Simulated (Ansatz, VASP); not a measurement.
## Two plane-wave programs on WS2

```xyz
6
Lattice="3.2280 0.0000 0.0000 -1.6140 2.7955 0.0000 0.0000 0.0000 13.0266" Properties=species:S:1:pos:R:3 pbc="T T T"
W     0.0000    1.8637    3.2567
W     1.6140    0.9318    9.7700
S     0.0000    1.8637    8.4183
S     1.6140    0.9318    1.9050
S     0.0000    1.8637   11.1216
S     1.6140    0.9318    4.6083
```

Alike in both runs: task single point; functional PBEsol; k mesh 12 × 12 × 2; occupations gaussian, width 0.05 eV; no spin polarisation.

```csv
,VASP,Ansatz
version,VASP 6.6.1,Ansatz 0.2.0
potentials or method,"VASP PAW PBE potentials, release 64 (W_sv, S), cutoff 520 eV","scalar-relativistic, plane waves, PAW"
valence electrons in the cell,52,52
```

VASP gave:

| Item | Value |
| --- | --- |
| gap on the k mesh at the Fermi level (eV) | none |
| pressure (GPa) | 17.1 |
| traceless stress, the component that is largest in VASP (GPa) | 16.67 |
| rms of the force components (eV/Å) | 2.193 |

Question: Estimate Ansatz's values.

Answer: gap on the k mesh at the Fermi level (eV): none; pressure (GPa): 17.0; traceless stress, the component that is largest in VASP (GPa): 16.68; rms of the force components (eV/Å): 2.185.

VASP's potentials were made for PBE, not for PBEsol, and Ansatz warns of the same on its side. Atom by atom the forces differ by 0.009 eV/Å (rms over components). A gap of «none» marks a metal or a gap that the smearing closes.

Neither program's run includes spin-orbit coupling.
